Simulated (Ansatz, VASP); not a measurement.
# Two plane-wave programs on WS2

```
CELL_PARAMETERS angstrom
1.59389 -2.76070 0.00000
-4.78167 -2.76070 0.00000
0.00000 0.00000 -14.77714
ATOMIC_POSITIONS crystal
W 0.50000 0.83333 0.75000
W 0.00000 0.33333 0.75000
W 0.00000 0.66667 0.25000
W 0.50000 0.16667 0.25000
S 0.50000 0.83333 0.35631
S 0.00000 0.33333 0.35631
S 0.00000 0.66667 0.85631
S 0.50000 0.16667 0.85631
S 0.50000 0.83333 0.14369
S 0.00000 0.33333 0.14369
S 0.00000 0.66667 0.64369
S 0.50000 0.16667 0.64369
```

Alike in both runs: task single point; functional PBE; k mesh 4 × 4 × 1; occupations gaussian, width 0.1 eV; no spin polarisation.

|  | VASP | Ansatz |
| --- | --- | --- |
| version | VASP 6.6.1 | Ansatz 0.2.0 |
| potentials or method | VASP PAW PBE potentials, release 64 (W_sv, S), cutoff 520 eV | scalar-relativistic, plane waves, PAW |
| valence electrons in the cell | 104 | 104 |

```csv
,VASP,Ansatz,Ansatz less VASP
gap on the k mesh at the Fermi level (eV),1.82,1.81,-0.007
least direct gap on the mesh (eV),2.16,2.16,+0.003
pressure (GPa),-0.1,-0.1,+0.04
rms of the force components (eV/Å),0.014,0.015,+0.0009
```

Atom by atom the forces differ by 0.002 eV/Å (rms over components). The functional is the same, so the differences come from potentials, cutoffs and numerics.

The k mesh is coarse, so the values compare programs but aren't converged. Spin-orbit coupling is off throughout.
